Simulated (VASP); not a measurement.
# Mg3Se (Pm-3m) in VASP: notebook

Runs on Mg3Se. Level: PBE. Tasks: single point, relaxation of cell and atoms.

All numbers are computed with VASP 6.6.1; they aren't measurements. Logs are shortened: lines on timing, memory, paths and dates and some standing lists are left out, and cuts for length are marked.

## (1) The cell of the first run

Symmetry: Pm-3m, No. 221, cubic system. The conventional cell has a = 4.461 Å, b = 4.461 Å, c = 4.461 Å, α = 90.00°, β = 90.00°, γ = 90.00°. Mg (site symmetry 4/mmm) has 8 Mg at 3.15 Å and 4 Se at 3.15 Å within 4.2 Å. Se (site symmetry m-3m) has 12 Mg at 3.15 Å within 4.2 Å.

## (2) Single point, PBE

The input, INCAR:

```
PREC = Accurate
ENCUT = 520
EDIFF = 1E-6
ISMEAR = 0
SIGMA = 0.1
LREAL = False
LASPH = True
NELM = 60
ALGO = Normal
ISIF = 2
LWAVE = False
LCHARG = False
GGA = PE
NBANDS = 14
```

The input, KPOINTS:

```
Automatic mesh
0
Gamma
  10 10 10
```

The input, POSCAR:

```
Mg3Se
1.0
    4.4614539640      0.0000000000      0.0000000000
    0.0000000000      4.4614539640      0.0000000000
    0.0000000000      0.0000000000      4.4614539640
Mg Se
3 1
Direct
    0.0000000000      0.5000000000      0.5000000000
    0.5000000000      0.0000000000      0.5000000000
    0.5000000000      0.5000000000      0.0000000000
    0.0000000000      0.0000000000      0.0000000000
```

Potentials or basis: VASP PAW PBE potentials, release 64 (Mg, Se).

On the command line:

```console
cat potpaw_PBE.64/Mg/POTCAR potpaw_PBE.64/Se/POTCAR > POTCAR
mpirun -np 1 vasp_std > vasp.out
```

OUTCAR:

```text
PREC = Accurate
   ENCUT = 520
   EDIFF = 1E-6
   ISMEAR = 0
   LREAL = False
   LASPH = True
   NELM = 60
   ISIF = 2
   GGA = PE

 ion  position               nearest neighbor table
   1  0.000  0.500  0.500-   2 3.15   3 3.15   4 3.15   3 3.15   4 3.15   2 3.15   4 3.15   4 3.15
                             2 3.15   3 3.15   3 3.15   2 3.15
   2  0.500  0.000  0.500-   1 3.15   3 3.15   4 3.15   3 3.15   4 3.15   1 3.15   3 3.15   3 3.15
                             1 3.15   4 3.15   4 3.15   1 3.15
   3  0.500  0.500  0.000-   1 3.15   2 3.15   4 3.15   1 3.15   2 3.15   2 3.15   4 3.15   2 3.15
                             1 3.15   4 3.15   1 3.15   4 3.15
   4  0.000  0.000  0.000-   1 3.15   2 3.15   3 3.15   1 3.15   2 3.15   1 3.15   3 3.15   1 3.15
                             2 3.15   3 3.15   2 3.15   3 3.15

  LATTYP: Found a simple cubic cell.
 ALAT       =     4.4614539640

  Lattice vectors:

 A1 = (   4.4614539640,   0.0000000000,   0.0000000000)
 A2 = (   0.0000000000,   4.4614539640,   0.0000000000)
 A3 = (   0.0000000000,   0.0000000000,   4.4614539640)

Analysis of symmetry for initial positions (statically):
=====================================================================
 Subroutine PRICEL returns:
 Original cell was already a primitive cell.

 Routine SETGRP: Setting up the symmetry group for a
 simple cubic supercell.

 Subroutine GETGRP returns: Found 48 space group operations
 (whereof 48 operations were pure point group operations)
 out of a pool of 48 trial point group operations.

The static configuration has the point symmetry O_h .

Analysis of symmetry for dynamics (positions and initial velocities):
=====================================================================
 Subroutine PRICEL returns:
 Original cell was already a primitive cell.

 Routine SETGRP: Setting up the symmetry group for a
 simple cubic supercell.

 Subroutine GETGRP returns: Found 48 space group operations
 (whereof 48 operations were pure point group operations)
 out of a pool of 48 trial point group operations.

The dynamic configuration has the point symmetry O_h .

 Subroutine INISYM returns: Found 48 space group operations
 (whereof 48 operations are pure point group operations),
 and found     1 'primitive' translations

----------------------------------------------------------------------------------------

                                     Primitive cell

  volume of cell :      88.8033

  direct lattice vectors                    reciprocal lattice vectors
     4.461453964  0.000000000  0.000000000     0.224142176  0.000000000  0.000000000
     0.000000000  4.461453964  0.000000000     0.000000000  0.224142176  0.000000000
     0.000000000  0.000000000  4.461453964     0.000000000  0.000000000  0.224142176

  length of vectors
     4.461453964  4.461453964  4.461453964     0.224142176  0.224142176  0.224142176

  position of ions in fractional coordinates (direct lattice)
     0.000000000  0.500000000  0.500000000
     0.500000000  0.000000000  0.500000000
     0.500000000  0.500000000  0.000000000
     0.000000000  0.000000000  0.000000000

  ion indices of the primitive-cell ions
   primitive index   ion index
                 1           1
                 2           2
                 3           3
                 4           4

----------------------------------------------------------------------------------------

 KPOINTS: Automatic mesh

Automatic generation of k-mesh.
 Grid dimensions read from file:
 generate k-points for:   10   10   10

 Generating k-lattice:

  Cartesian coordinates                     Fractional coordinates (reciprocal lattice)
     0.022414218  0.000000000  0.000000000     0.100000000  0.000000000  0.000000000
     0.000000000  0.022414218  0.000000000     0.000000000  0.100000000  0.000000000
     0.000000000  0.000000000  0.022414218     0.000000000  0.000000000  0.100000000

  Length of vectors
     0.022414218  0.022414218  0.022414218

  Shift w.r.t. Gamma in fractional coordinates (k-lattice)
     0.000000000  0.000000000  0.000000000

 Subroutine IBZKPT returns following result:
 ===========================================

 Found     56 irreducible k-points:

 Following reciprocal coordinates:
            Coordinates               Weight
  0.000000  0.000000  0.000000      1.000000
  0.100000  0.000000  0.000000      6.000000
  0.200000  0.000000  0.000000      6.000000
  0.300000  0.000000  0.000000      6.000000
  0.400000  0.000000  0.000000      6.000000
  0.500000  0.000000  0.000000      3.000000
[... 16 lines left out ...]
  0.200000  0.100000  0.100000     24.000000
  0.300000  0.100000  0.100000     24.000000
 [... further k-points ...]
   k-points           NKPTS =     56   k-points in BZ     NKDIM =     56   number of bands    NBANDS=     14
   number of dos      NEDOS =    301   number of ions     NIONS =      4
   total plane-waves  NPLWV =  46656
   dimension x,y,z NGX =    36 NGY =   36 NGZ =   36
   dimension x,y,z NGXF=    72 NGYF=   72 NGZF=   72
   ions per type =               3   1
   NGX,Y,Z   is equivalent  to a cutoff of  13.41, 13.41, 13.41 a.u.
   NGXF,Y,Z  is equivalent  to a cutoff of  26.83, 26.83, 26.83 a.u.
 SYSTEM =  unknown system
   PREC   = accura    normal or accurate (medium, high low for compatibility)
   ISTART =      0    job   : 0-new  1-cont  2-samecut
   ICHARG =      2    charge: 1-file 2-atom 10-const
   ISPIN  =      1    spin polarized calculation?
   LNONCOLLINEAR =      F non collinear calculations
   LSORBIT =      F    spin-orbit coupling
   LASPH  =      T    aspherical Exc in radial PAW
   ENCUT  =  520.0 eV  38.22 Ry    6.18 a.u.   8.30  8.30  8.30*2*pi/ulx,y,z
   NELM   =     60;   NELMIN=  2; NELMDL= -5     # of ELM steps
   EDIFF  = 0.1E-05   stopping-criterion for ELM
   LREAL  =      F    real-space projection
   EDIFFG = 0.1E-04   stopping-criterion for IOM
   NSW    =      0    number of steps for IOM
   IBRION =     -1    ionic relax: 0-MD 1-quasi-New 2-CG
   NFREE  =      0    steps in history (QN), initial steepest desc. (CG)
   ISIF   =      2    stress and relaxation
   ISYM   =      2    0-nonsym 1-usesym 2-fastsym
   POTIM  = 0.5000    time-step for ionic-motion
   TEBEG  =    0.0;   TEEND  =   0.0 temperature during run
   PSTRESS=    0.0 pullay stress
   NELECT =      12.0000    total number of electrons
   NUPDOWN=      -1.0000    fix difference up-down
   EMIN   =  10.00;   EMAX   =-10.00  energy-range for DOS
   EFERMI =   0.00;   METHOD = LEGACY
   ISMEAR =     0;   SIGMA  =   0.10  broadening in eV -4-tet -1-fermi 0-gaus
   EFERMI_NEDOS =   21; number of points for ismear=-14 and -15
   IALGO  =     38    algorithm
   IMIX   =      4    mixing-type and parameters
     AMIX     =   0.40;   BMIX     =  1.00
     AMIX_MAG =   1.60;   BMIX_MAG =  1.00
  volume/ion in A,a.u.               =      22.20       149.82
  Fermi-wavevector in a.u.,A,eV,Ry     =   0.840089  1.587539  9.602314  0.705750
  Thomas-Fermi vector in A             =   1.954414
   LORBIT       =      0    0 simple, 1 ext, 2 COOP (PROOUT), +10 PAW based schemes
   GGA     = PE    functional components
   LHFCALC =     F    Hartree Fock is set to
   AEXX    =    0.0000 exact exchange contribution
   IVDW    =     0    specifies the selected vdW correction
   LEPSILON=     F    determine dielectric tensor
   LRPA    =     F    only Hartree local field effects (RPA)
 non-spin polarized calculation
 Gauss-broadening in eV      SIGMA  =   0.10
  energy-cutoff  :      520.00
  volume of cell :       88.80
 maximum number of plane-waves:      2440
 NGX is ok and might be reduce to    36
   NGX = 17   NGY = 17   NGZ = 17

 number of electron      12.0000000 magnetization

 Free energy of the ion-electron system (eV)
  ---------------------------------------------------
  ext. energy  EPLUGINS =         0.00000000
  ---------------------------------------------------
  free energy    TOTEN  =        -8.91396888 eV

  energy without entropy =       -8.90732576  energy(sigma->0) =       -8.91064732

 E-fermi :   3.7637     XC(G=0):  -8.9379

 val. band max:        3.7485254497   @ k =   0.3000   0.2000   0.2000
 cond. band min:       3.7907550931   @ k =   0.5000   0.5000   0.2000
 fundamental gap:      0.0422296434
 Fermi energy:         3.7637326470

 k-point     1 :       0.0000    0.0000    0.0000
  band No.  band energies     occupation
      1     -10.0375      2.00000
      2      -1.0976      2.00000
      3       0.0994      2.00000
      4       0.0994      2.00000
      5       0.0994      2.00000
      6       4.2444      0.00000
      7       4.2444      0.00000
      8       6.6336      0.00000
      9       6.6336      0.00000
     10       6.6336      0.00000
     11       8.3195      0.00000
     12       9.3910      0.00000
     13       9.3910      0.00000
     14       9.3910      0.00000

 k-point     2 :       0.1000    0.0000    0.0000
  band No.  band energies     occupation
      1     -10.0199      2.00000
      2      -1.3338      2.00000
      3       0.1317      2.00000
      4       0.1317      2.00000
      5       0.2308      2.00000
      6       4.3125      0.00000
      7       4.4725      0.00000
      8       6.2163      0.00000
      9       6.4389      0.00000
     10       6.4389      0.00000
     11       8.8764      0.00000
     12       9.1369      0.00000
     13       9.1369      0.00000
     14       9.4637      0.00000

 k-point     3 :       0.2000    0.0000    0.0000
  band No.  band energies     occupation
      1      -9.9727      2.00000
      2      -1.8180      2.00000
      3       0.2209      2.00000
      4       0.2209      2.00000
      5       0.5143      2.00000
      6       4.5123      0.00000
      7       4.5221      0.00000
      8       5.9590      0.00000
      9       5.9590      0.00000
     10       6.1728      0.00000
     11       8.9657      0.00000
     12       8.9657      0.00000
     13       9.1569      0.00000
     14       9.6812      0.00000

 k-point     4 :       0.3000    0.0000    0.0000
  band No.  band energies     occupation
      1      -9.9122      2.00000
      2      -2.2917      2.00000
      3       0.3416      2.00000
      4       0.3416      2.00000
      5       0.8818      2.00000
      6       3.8567      0.18876
      7       4.8243      0.00000
      8       5.4253      0.00000
      9       5.4253      0.00000
     10       7.2238      0.00000
     11       8.2356      0.00000
     12       9.0041      0.00000
     13       9.0041      0.00000
     14      10.0410      0.00000

 k-point     5 :       0.4000    0.0000    0.0000
  band No.  band energies     occupation
      1      -9.8612      2.00000
      2      -2.6210      2.00000
      3       0.4497      2.00000
      4       0.4497      2.00000
      5       1.2971      2.00000
      6       3.1534      2.00000
      7       5.0286      0.00000
      8       5.0286      0.00000
      9       5.1851      0.00000
     10       7.4908      0.00000
     11       8.5864      0.00000
[... 276 lines left out ...]
 k-point    22 :       0.1000    0.1000    0.1000
  band No.  band energies     occupation
      1      -9.9854      2.00000
      2      -1.5351      2.00000
      3      -0.1393      2.00000
      4      -0.1393      2.00000
      5       0.9297      2.00000
      6       4.6677      0.00000
      7       4.6677      0.00000
      8       5.2014      0.00000
      9       6.4668      0.00000
     10       6.4668      0.00000
     11       8.5964      0.00000
     12       8.5964      0.00000
     13       9.0261      0.00000
     14      10.6377      0.00000

 k-point    23 :       0.2000    0.1000    0.1000
  band No.  band energies     occupation
      1      -9.9398      2.00000
      2      -1.8137      2.00000
      3      -0.3455      2.00000
      4      -0.0369      2.00000
      5       1.3250      2.00000
      6       4.3036      0.00000
      7       4.7578      0.00000
      8       5.3713      0.00000
      9       5.9103      0.00000
     10       6.7922      0.00000
     11       7.9625      0.00000
     12       8.5947      0.00000
     13       9.7162      0.00000
     14      10.1586      0.00000

 k-point    24 :       0.3000    0.1000    0.1000
  band No.  band energies     occupation
      1      -9.8812      2.00000
      2      -2.2006      2.00000
      3      -0.2986      2.00000
      4       0.1037      2.00000
      5       1.6700      2.00000
      6       3.5226      1.99935
      7       4.7054      0.00000
      8       5.5800      0.00000
      9       5.6944      0.00000
     10       7.5635      0.00000
     11       7.6397      0.00000
     12       8.5205      0.00000
     13       9.5331      0.00000
     14      10.2348      0.00000

 [... further k-points ...]
[... 5 lines left out ...]
  --------------------------------------------------------------------------------------
  -------------------------------------------------------------------------------------
  Total       -0.0634038     -0.0634038     -0.0634038      0.0000000     -0.0000000      0.0000000
  in kB       -1.1439224     -1.1439224     -1.1439224      0.0000000     -0.0000000      0.0000000
  external PRESSURE =      -1.1439224 kB  Pullay stress =       0.0000000 kB

 VOLUME and BASIS-vectors are now :
 -----------------------------------------------------------------------------
  energy-cutoff  :      520.00
  volume of cell :       88.80
      direct lattice vectors                 reciprocal lattice vectors
     4.461453964  0.000000000  0.000000000     0.224142176  0.000000000  0.000000000
     0.000000000  4.461453964  0.000000000     0.000000000  0.224142176  0.000000000
     0.000000000  0.000000000  4.461453964     0.000000000  0.000000000  0.224142176

 POSITION                                       TOTAL-FORCE (eV/Angst)
 -----------------------------------------------------------------------------------
      0.00000      2.23073      2.23073         0.000000      0.000000      0.000000
      2.23073      0.00000      2.23073         0.000000      0.000000      0.000000
      2.23073      2.23073      0.00000         0.000000      0.000000      0.000000
      0.00000      0.00000      0.00000         0.000000      0.000000      0.000000
 -----------------------------------------------------------------------------------
    total drift:                                0.000000     -0.000000     -0.000000

  FREE ENERGIE OF THE ION-ELECTRON SYSTEM (eV)
  ---------------------------------------------------
  free  energy   TOTEN  =        -8.9139688807 eV

  energy  without entropy=       -8.9073257626  energy(sigma->0) =       -8.91064732
```

It took 46 s on 1 thread of Intel Xeon 8259CL, shared host; peak memory 0.25 GiB.

Results:

| Item | Value |
| --- | --- |
| Free energy | -8.9140 eV |
| Pressure | -0.1 GPa |
| Band gap on the k mesh | zero (bands 6 and 7 overlap by 2.52 eV) |

Levels at points of the mesh, in eV from the Fermi level:
| k point | band 2 | band 3 | band 4 | band 5 | band 6 | band 7 | band 8 | band 9 | band 10 | band 11 |
| --- | --- | --- | --- | --- | --- | --- | --- | --- | --- | --- |
| (0.00, 0.00, 0.00) | -4.86 | -3.66 | -3.66 | -3.66 | 0.48 | 0.48 | 2.87 | 2.87 | 2.87 | 4.56 |
| (0.50, 0.00, 0.00) | -6.50 | -3.27 | -3.27 | -2.22 | -0.97 | 1.12 | 1.12 | 1.62 | 3.40 | 5.42 |
| (0.50, 0.50, 0.00) | -5.48 | -5.48 | -3.65 | -2.97 | 0.39 | 1.62 | 1.62 | 2.77 | 2.77 | 2.88 |
| (0.50, 0.50, 0.50) | -4.77 | -4.77 | -4.77 | -2.04 | -1.61 | -1.61 | -1.61 | 4.89 | 4.89 | 4.89 |

(Continued in part 2 of 2.)
